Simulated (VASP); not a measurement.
# Al (P6_3/mmc) in VASP: single point with PBEsol

Aim: the single point of Al with PBEsol.

All numbers are computed with VASP 6.6.1; they aren't measurements. Logs are shortened: lines on timing, memory, paths and dates and some standing lists are left out, and cuts for length are marked.

### Step 1. The cell of the first run

Symmetry: P6_3/mmc, No. 194, hexagonal system. Conventional cell: a = 2.827 Å, b = 2.827 Å, c = 9.186 Å, α = 90.00°, β = 90.00°, γ = 120.00°. Within 3.7 Å of Al (site symmetry -3m) lie 12 Al at 2.82 to 2.83 Å. Al (site symmetry -6m2) has 12 Al at 2.82 to 2.83 Å within 3.7 Å.

### Step 2. Single point, PBEsol

Contents of INCAR:

```
SYSTEM = Al
ALGO = Normal
EDIFF = 1E-6
ENCUT = 520
GGA = PS
ISIF = 2
ISMEAR = -1
LASPH = .TRUE.
LCHARG = .FALSE.
LREAL = .FALSE.
LWAVE = .FALSE.
NBANDS = 14
NELM = 80
PREC = Accurate
SIGMA = 0.05
```

Contents of KPOINTS:

```
k-points
0
G
  9 9 3
  0 0 0
```

Contents of POSCAR:

```
Al
1.0
    2.8270770000      0.0000000000      0.0000000000
   -1.4135390000      2.4483210000      0.0000000000
    0.0000000000      0.0000000000      9.1859930000
Al
4
Direct
    0.0000000000      0.0000000000      0.0000000000
    0.3333333333      0.6666666667      0.2500000000
    0.0000000000      0.0000000000      0.5000000000
    0.6666666667      0.3333333333      0.7500000000
```

Potentials or basis: VASP PAW PBE potentials, release 64 (Al).

Command:

```
> cat potpaw_PBE.64/Al/POTCAR > POTCAR
> mpirun -np 1 vasp_std > vasp.out
```

OUTCAR:

```text
SYSTEM = Al
   EDIFF = 1E-6
   ENCUT = 520
   GGA = PS
   ISIF = 2
   ISMEAR = -1
   LASPH = .TRUE.
   LREAL = .FALSE.
   NELM = 80
   PREC = Accurate

 ion  position               nearest neighbor table
   1  0.000  0.000  0.000-   4 2.82   2 2.82   4 2.82   2 2.82   4 2.82   2 2.82
   2  0.333  0.667  0.250-   1 2.82   3 2.82   1 2.82   3 2.82   1 2.82   3 2.82
   3  0.000  0.000  0.500-   4 2.82   2 2.82   4 2.82   2 2.82   4 2.82   2 2.82
   4  0.667  0.333  0.750-   1 2.82   3 2.82   1 2.82   3 2.82   1 2.82   3 2.82

  LATTYP: Found a hexagonal cell.
 ALAT       =     2.8270770000
 C/A-ratio  =     3.2492899910

  Lattice vectors:

 A1 = (   2.8270770000,   0.0000000000,   0.0000000000)
 A2 = (  -1.4135390000,   2.4483210000,   0.0000000000)
 A3 = (   0.0000000000,   0.0000000000,   9.1859930000)

Analysis of symmetry for initial positions (statically):
=====================================================================
 Subroutine PRICEL returns:
 Original cell was already a primitive cell.

 Routine SETGRP: Setting up the symmetry group for a
 hexagonal supercell.

 Subroutine GETGRP returns: Found 24 space group operations
 (whereof 12 operations were pure point group operations)
 out of a pool of 24 trial point group operations.

The static configuration has the point symmetry D_3d.
 The point group associated with its full space group is D_6h.

Analysis of symmetry for dynamics (positions and initial velocities):
=====================================================================
 Subroutine PRICEL returns:
 Original cell was already a primitive cell.

 Routine SETGRP: Setting up the symmetry group for a
 hexagonal supercell.

 Subroutine GETGRP returns: Found 24 space group operations
 (whereof 12 operations were pure point group operations)
 out of a pool of 24 trial point group operations.

The dynamic configuration has the point symmetry D_3d.
 The point group associated with its full space group is D_6h.

 Subroutine INISYM returns: Found 24 space group operations
 (whereof 12 operations are pure point group operations),
 and found     1 'primitive' translations

----------------------------------------------------------------------------------------

                                     Primitive cell

  volume of cell :      63.5817

  direct lattice vectors                    reciprocal lattice vectors
     2.827077000  0.000000000  0.000000000     0.353722237  0.204221659  0.000000000
    -1.413539000  2.448321000  0.000000000     0.000000000  0.408443174  0.000000000
     0.000000000  0.000000000  9.185993000     0.000000000  0.000000000  0.108861394

  length of vectors
     2.827077000  2.827077683  9.185993000     0.408443273  0.408443174  0.108861394

  position of ions in fractional coordinates (direct lattice)
     0.000000000  0.000000000  0.000000000
     0.333333333  0.666666667  0.250000000
     0.000000000  0.000000000  0.500000000
     0.666666667  0.333333333  0.750000000

  ion indices of the primitive-cell ions
   primitive index   ion index
                 1           1
                 2           2
                 3           3
                 4           4

----------------------------------------------------------------------------------------

 KPOINTS: k-points

Automatic generation of k-mesh.
 Grid dimensions read from file:
 generate k-points for:    9    9    3

 Generating k-lattice:

  Cartesian coordinates                     Fractional coordinates (reciprocal lattice)
     0.039302471  0.022691295  0.000000000     0.111111111  0.000000000  0.000000000
     0.000000000  0.045382575  0.000000000     0.000000000  0.111111111  0.000000000
     0.000000000  0.000000000  0.036287131     0.000000000  0.000000000  0.333333333

  Length of vectors
     0.045382586  0.045382575  0.036287131

  Shift w.r.t. Gamma in fractional coordinates (k-lattice)
     0.000000000  0.000000000  0.000000000

 Subroutine IBZKPT returns following result:
 ===========================================

 Found     24 irreducible k-points:

 Following reciprocal coordinates:
            Coordinates               Weight
  0.000000  0.000000  0.000000      1.000000
  0.111111  0.000000  0.000000      6.000000
  0.222222  0.000000  0.000000      6.000000
  0.333333  0.000000  0.000000      6.000000
  0.444444  0.000000  0.000000      6.000000
  0.111111  0.111111  0.000000      6.000000
[... 16 lines left out ...]
  0.333333  0.222222  0.333333     24.000000
  0.333333  0.333333  0.333333      4.000000
   k-points           NKPTS =     24   k-points in BZ     NKDIM =     24   number of bands    NBANDS=     14
   number of dos      NEDOS =    301   number of ions     NIONS =      4
   total plane-waves  NPLWV =  40320
   dimension x,y,z NGX =    24 NGY =   24 NGZ =   70
   dimension x,y,z NGXF=    48 NGYF=   48 NGZF=  140
   ions per type =               4
   NGX,Y,Z   is equivalent  to a cutoff of  14.11, 14.11, 12.67 a.u.
   NGXF,Y,Z  is equivalent  to a cutoff of  28.23, 28.23, 25.34 a.u.
 SYSTEM =  Al
   PREC   = accura    normal or accurate (medium, high low for compatibility)
   ISTART =      0    job   : 0-new  1-cont  2-samecut
   ICHARG =      2    charge: 1-file 2-atom 10-const
   ISPIN  =      1    spin polarized calculation?
   LNONCOLLINEAR =      F non collinear calculations
   LSORBIT =      F    spin-orbit coupling
   LASPH  =      T    aspherical Exc in radial PAW
   ENCUT  =  520.0 eV  38.22 Ry    6.18 a.u.   5.26  5.26 17.08*2*pi/ulx,y,z
   NELM   =     80;   NELMIN=  2; NELMDL= -5     # of ELM steps
   EDIFF  = 0.1E-05   stopping-criterion for ELM
   LREAL  =      F    real-space projection
   EDIFFG = 0.1E-04   stopping-criterion for IOM
   NSW    =      0    number of steps for IOM
   IBRION =     -1    ionic relax: 0-MD 1-quasi-New 2-CG
   NFREE  =      0    steps in history (QN), initial steepest desc. (CG)
   ISIF   =      2    stress and relaxation
   ISYM   =      2    0-nonsym 1-usesym 2-fastsym
   POTIM  = 0.5000    time-step for ionic-motion
   TEBEG  =    0.0;   TEEND  =   0.0 temperature during run
   PSTRESS=    0.0 pullay stress
   NELECT =      12.0000    total number of electrons
   NUPDOWN=      -1.0000    fix difference up-down
   EMIN   =  10.00;   EMAX   =-10.00  energy-range for DOS
   EFERMI =   0.00;   METHOD = LEGACY
   ISMEAR =    -1;   SIGMA  =   0.05  broadening in eV -4-tet -1-fermi 0-gaus
   EFERMI_NEDOS =   21; number of points for ismear=-14 and -15
   IALGO  =     38    algorithm
   IMIX   =      4    mixing-type and parameters
     AMIX     =   0.40;   BMIX     =  1.00
     AMIX_MAG =   1.60;   BMIX_MAG =  1.00
  volume/ion in A,a.u.               =      15.90       107.27
  Fermi-wavevector in a.u.,A,eV,Ry     =   0.939055  1.774557 11.997958  0.881825
  Thomas-Fermi vector in A             =   2.066329
   LORBIT       =      0    0 simple, 1 ext, 2 COOP (PROOUT), +10 PAW based schemes
   GGA     = PS    functional components
   LHFCALC =     F    Hartree Fock is set to
   AEXX    =    0.0000 exact exchange contribution
   IVDW    =     0    specifies the selected vdW correction
   LEPSILON=     F    determine dielectric tensor
   LRPA    =     F    only Hartree local field effects (RPA)
 non-spin polarized calculation
  energy-cutoff  :      520.00
  volume of cell :       63.58
 maximum number of plane-waves:      1720
 NGX is ok and might be reduce to    24
   NGX = 11   NGY = 11   NGZ = 35

 number of electron      12.0000000 magnetization

 Free energy of the ion-electron system (eV)
  ---------------------------------------------------
  ext. energy  EPLUGINS =         0.00000000
  ---------------------------------------------------
  free energy    TOTEN  =       -16.29922100 eV

  energy without entropy =      -16.28203091  energy(sigma->0) =      -16.29062595

 E-fermi :   8.2246     XC(G=0): -10.3946

 val. band max:        8.1941780955   @ k =   0.3333   0.2222   0.3333
 cond. band min:       8.2609723811   @ k =   0.3333   0.1111   0.0000
 fundamental gap:      0.0667942856
 Fermi energy:         8.2246255597

 k-point     1 :       0.0000    0.0000    0.0000
  band No.  band energies     occupation
      1      -3.0476      2.00000
      2      -1.3103      2.00000
      3      -1.2998      2.00000
      4       3.6289      2.00000
      5       3.9795      2.00000
      6      11.9460      0.00000
      7      11.9598      0.00000
      8      19.2003      0.00000
      9      19.2003      0.00000
     10      19.3597      0.00000
     11      19.3597      0.00000
     12      20.3166      0.00000
     13      20.3180      0.00000
     14      20.5007      0.00000

 k-point     2 :       0.1111    0.0000    0.0000
  band No.  band energies     occupation
      1      -2.7432      2.00000
      2      -1.0098      2.00000
      3      -0.9992      2.00000
      4       3.9100      2.00000
      5       4.2752      2.00000
      6      12.1709      0.00000
      7      12.2041      0.00000
      8      15.5120      0.00000
      9      16.8962      0.00000
     10      17.0049      0.00000
     11      17.2048      0.00000
     12      18.6640      0.00000
     13      18.6848      0.00000
     14      18.7440      0.00000

 k-point     3 :       0.2222    0.0000    0.0000
  band No.  band energies     occupation
      1      -1.8342      2.00000
      2      -0.1129      2.00000
      3      -0.1017      2.00000
      4       4.7526      2.00000
      5       5.1441      2.00000
      6      11.1858      0.00000
      7      12.3907      0.00000
      8      12.8472      0.00000
      9      13.2338      0.00000
     10      13.5822      0.00000
     11      15.6525      0.00000
     12      16.6887      0.00000
     13      17.1330      0.00000
     14      17.1443      0.00000

 k-point     4 :       0.3333    0.0000    0.0000
  band No.  band energies     occupation
      1      -0.3329      2.00000
      2       1.3669      2.00000
      3       1.3798      2.00000
      4       6.1456      2.00000
      5       6.3781      2.00000
      6       7.8053      1.99954
      7       9.2158      0.00000
      8       9.2990      0.00000
      9      13.7839      0.00000
     10      13.9816      0.00000
     11      14.2558      0.00000
     12      14.4187      0.00000
     13      14.6212      0.00000
     14      16.1081      0.00000

 k-point     5 :       0.4444    0.0000    0.0000
  band No.  band energies     occupation
      1       1.7395      2.00000
      2       3.3877      2.00000
      3       3.4117      2.00000
      4       4.3426      2.00000
      5       6.0527      2.00000
      6       6.0620      2.00000
      7       8.1850      1.37669
      8       8.7997      0.00002
      9      10.7333      0.00000
     10      11.2075      0.00000
     11      14.1068      0.00000
[... 276 lines left out ...]
 k-point    22 :       0.2222    0.2222    0.3333
  band No.  band energies     occupation
      1       0.7493      2.00000
      2       1.3155      2.00000
      3       3.5477      2.00000
      4       5.1735      2.00000
      5       8.3794      0.08666
      6       8.5274      0.00468
      7       8.9172      0.00000
      8       9.0724      0.00000
      9      10.1398      0.00000
     10      11.2019      0.00000
     11      11.5335      0.00000
     12      12.7367      0.00000
     13      13.1191      0.00000
     14      13.1662      0.00000

 k-point    23 :       0.3333    0.2222    0.3333
  band No.  band energies     occupation
      1       2.8031      2.00000
      2       3.3549      2.00000
      3       5.3449      2.00000
      4       5.3788      2.00000
      5       6.1656      2.00000
      6       7.0929      2.00000
      7       7.9121      1.99615
      8       8.1942      1.29540
      9       8.8546      0.00001
     10       9.8228      0.00000
     11      11.0302      0.00000
     12      11.8587      0.00000
     13      12.5870      0.00000
     14      14.0706      0.00000

 k-point    24 :       0.3333    0.3333    0.3333
  band No.  band energies     occupation
      1       5.0080      2.00000
      2       5.1419      2.00000
      3       5.1419      2.00000
      4       5.4778      2.00000
      5       5.6681      2.00000
      6       5.6681      2.00000
      7       7.8086      1.99951
      8       7.8086      1.99951
      9       8.1383      1.69809
     10       9.6000      0.00000
     11       9.9177      0.00000
     12       9.9177      0.00000
     13      13.9309      0.00000
     14      13.9309      0.00000

------------------------ aborting loop because EDIFF is reached ----------------------------------------

  FORCE on cell =-STRESS in cart. coord.  units (eV):
  Direction    XX          YY          ZZ          XY          YZ          ZX
  --------------------------------------------------------------------------------------
  -------------------------------------------------------------------------------------
  Total        0.1769549      0.1769549      1.6159484     -0.0000000     -0.0000000      0.0000000
  in kB        4.4590358      4.4590377     40.7198299     -0.0000009     -0.0000000      0.0000000
  external PRESSURE =      16.5459678 kB  Pullay stress =       0.0000000 kB

 VOLUME and BASIS-vectors are now :
 -----------------------------------------------------------------------------
  energy-cutoff  :      520.00
  volume of cell :       63.58
      direct lattice vectors                 reciprocal lattice vectors
     2.827077000  0.000000000  0.000000000     0.353722237  0.204221659  0.000000000
    -1.413539000  2.448321000  0.000000000     0.000000000  0.408443174  0.000000000
     0.000000000  0.000000000  9.185993000     0.000000000  0.000000000  0.108861394

 POSITION                                       TOTAL-FORCE (eV/Angst)
 -----------------------------------------------------------------------------------
      0.00000      0.00000      0.00000        -0.000000     -0.000000      0.000000
     -0.00000      1.63221      2.29650        -0.000000      0.000000     -0.000000
      0.00000      0.00000      4.59300        -0.000000     -0.000000      0.000000
      1.41354      0.81611      6.88949         0.000000     -0.000000     -0.000000
 -----------------------------------------------------------------------------------
    total drift:                               -0.000000      0.000000      0.000000

  FREE ENERGIE OF THE ION-ELECTRON SYSTEM (eV)
  ---------------------------------------------------
  free  energy   TOTEN  =       -16.2992209974 eV

  energy  without entropy=      -16.2820309085  energy(sigma->0) =      -16.29062595
```

It took 21 s on 1 thread of Intel Xeon 8259CL, shared host; peak memory 0.18 GiB.

Results:

```
Free energy            : -16.2992 eV
Pressure               : 1.7 GPa
Band gap on the k mesh : zero (band 6 reaches 12.38 eV, above the bottom of band 7 at 6.97 eV)
```

Stress tensor (GPa, compression positive):
```
0.45 0.00 0.00
0.00 0.45 0.00
0.00 0.00 4.07
```

Caveat: the PAW data sets were made with another functional, which shifts forces and pressure a little.
